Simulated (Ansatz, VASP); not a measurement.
# One calculation of ZrC, two programs

```xyz
2
Lattice="0.0000 2.3423 2.3423 2.3423 0.0000 2.3423 2.3423 2.3423 0.0000" Properties=species:S:1:pos:R:3 pbc="T T T"
Zr    2.3423    2.3423    2.3423
C     0.0000    0.0000    0.0000
```

Change from the starting cell: volume scaled by 0.99, crystal datasets.

Alike in both runs: task electric field gradients; functional PBEsol; k mesh 15 × 15 × 15; occupations fermi-dirac, width 0.05 eV; no spin polarisation.

|  | VASP | Ansatz |
| --- | --- | --- |
| version | VASP 6.6.1 | Ansatz 0.2.0 |
| potentials or method | VASP PAW PBE potentials, release 64 (Zr_sv, C), cutoff 520 eV | all-electron PAW with datasets made for the crystal, scalar-relativistic |

Ansatz gave:

| Quantity | Value |
| --- | --- |
| pressure (GPa) | -2.3 |

Estimate VASP's values.

pressure (GPa): -2.0.

VASP's potentials were made for PBE, not for PBEsol. Ansatz ran all-electron here, and VASP with PAW potentials.
